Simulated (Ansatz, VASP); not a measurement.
## One calculation of Ag, two programs

```
CELL_PARAMETERS angstrom
4.05394 0.00000 0.00000
0.00000 2.86657 0.00000
0.00000 0.00000 30.33284
ATOMIC_POSITIONS crystal
Ag 0.00000 0.00000 0.26638
Ag 0.50000 0.50000 0.30973
Ag 0.00000 0.00000 0.35844
Ag 0.50000 0.50000 0.40535
Ag 0.00000 0.00000 0.45277
Ag 0.50000 0.50000 0.50000
Ag 0.00000 0.00000 0.54723
Ag 0.50000 0.50000 0.59465
Ag 0.00000 0.00000 0.64156
Ag 0.50000 0.50000 0.69027
Ag 0.00000 0.00000 0.73362
```

Alike in both runs: functional PBEsol; k mesh 8 × 11 × 1; no spin polarisation.

Ansatz relaxed the structure, and its values are those at the end. VASP's run is a single point on that final structure, the one shown.

|  | VASP | Ansatz |
| --- | --- | --- |
| version | VASP 6.6.1 | Ansatz 0.2.0 |
| potentials or method | VASP PAW PBE potentials, release 64 (Ag) | plane-wave PAW, scalar-relativistic |
| plane-wave cutoff (eV) | 520 | 420 |
| occupations | methfessel-paxton of order 1, width 0.1 eV | cold, width 0.1 eV |
| valence electrons in the cell | 121 | 209 |

Ansatz gave:

| Quantity | Value |
| --- | --- |
| rms of the force components (eV/Å) | 0.003 |

What did VASP give for the same quantities?

rms of the force components (eV/Å): 0.004.

VASP's potentials were made for PBE, not for PBEsol, and Ansatz warns of the same on its side. VASP's potentials hold 121 valence electrons a cell and Ansatz's 209, so a difference there can come from the potentials and not from the codes.
